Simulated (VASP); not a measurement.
Write the native input for VASP 6.6.1 that does the following.

```yaml
Task: relaxation of cell and atoms
Functional: LDA
Potentials_or_basis: VASP PAW LDA potentials, release 64 (Te, Mo_sv)
Cutoff: 600 eV
k_mesh: 6 × 6 × 2
Occupations: gaussian, width 0.01 eV
Spin: no spin polarisation
Dipole_correction: no
Further_INCAR_settings: ALGO = Normal; EDIFF = 1e-06; IBRION = 2; EDIFFG = -0.002; NSW = 100; ISIF = 3
```

The structure of Te2Mo lies in POSCAR:

```
Te2Mo
1.0
    3.5182000000      0.0000000000      0.0000000000
   -1.7591000000      3.0468505756      0.0000000000
    0.0000000000      0.0000000000     13.9736000000
Te Mo
4 2
Direct
    0.3333333333      0.6666666667      0.6210000000
    0.6666666667      0.3333333333      0.1210000000
    0.3333333333      0.6666666667      0.8790000000
    0.6666666667      0.3333333333      0.3790000000
    0.3333333333      0.6666666667      0.2500000000
    0.6666666667      0.3333333333      0.7500000000
```

One way to write it, as run:

INCAR

```
SYSTEM = Te2Mo
PREC = Accurate
ENCUT = 600
EDIFF = 1E-6
ISMEAR = 0
SIGMA = 0.01
LREAL = .FALSE.
LASPH = .TRUE.
NELM = 60
ALGO = Normal
ISIF = 3
LWAVE = .FALSE.
LCHARG = .FALSE.
GGA = CA
IBRION = 2
NSW = 100
EDIFFG = -0.002
```

KPOINTS

```
Automatic mesh
0
G
  6 6 2
  0 0 0
```

Potentials or basis: VASP PAW LDA potentials, release 64 (Te, Mo_sv).

The run is started by

```bash
$ cat potpaw_LDA.64/Te/POTCAR potpaw_LDA.64/Mo_sv/POTCAR > POTCAR
$ mpirun -np 1 vasp_std > vasp.out
```

It gave:

```yaml
Relaxed_volume: 23.98 Å³/atom
Relaxed_cell: a = 3.475 Å, b = 3.475 Å, c = 13.756 Å, α = 90.00°, β = 90.00°, γ = 120.00°
Space_group_after_relaxing_to_0.1_Å: P6_3/mmc (No. 194)
Energy_gained_by_relaxing: 6.9 meV/atom
Ionic_steps: 29
Pressure_after_relaxing: 0.0 GPa
Band_gap_on_the_k_mesh: 0.75 eV (least direct gap 1.10 eV)
```

Caveat: spin-orbit coupling is left out, which moves the levels of the heavy elements.

It took 12 min on 1 thread of Intel(R) Xeon(R) Platinum 8488C (Sapphire Rapids), on a shared host, peak memory 0.28 GiB.
